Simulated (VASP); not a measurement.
A run of VASP 6.6.1 is set up as follows.

INCAR

```
PREC = Accurate
ENCUT = 520
EDIFF = 1E-7
ISMEAR = -1
SIGMA = 0.05
LREAL = False
LASPH = True
NELM = 60
ALGO = Normal
ISIF = 2
LWAVE = False
LCHARG = False
GGA = RP
IVDW = 13
NBANDS = 9
```

KPOINTS

```
Automatic mesh
0
Gamma
  10 10 5
```

File POSCAR:

```
Mg
1.0
    3.1782277096      0.0000000000      0.0000000000
   -1.5891138548      2.7524259355      0.0000000000
    0.0000000000      0.0000000000      5.3154991137
Mg
2
Direct
    0.6666666667      0.3333333333      0.7500000000
    0.3333333333      0.6666666667      0.2500000000
```

Potentials or basis: VASP PAW PBE potentials, release 64 (Mg).

Run with:

```sh
$ cat potpaw_PBE.64/Mg/POTCAR > POTCAR
$ mpirun -np 1 vasp_std > vasp.out
```

**Question.** Predict the band gap on the k mesh.

**Answer.** Zero (band 2 reaches 3.22 eV, above the bottom of band 3 at 1.19 eV).

**Question.** Estimate the dispersion energy per atom.

**Answer.** -0.317 eV.

**Question.** Estimate the pressure.

**Answer.** -0.1 GPa.

Caveat: the PAW data sets were made with another functional, which shifts forces and pressure a little; pairwise dispersion overbinds metals, which lowers pressure and volume.
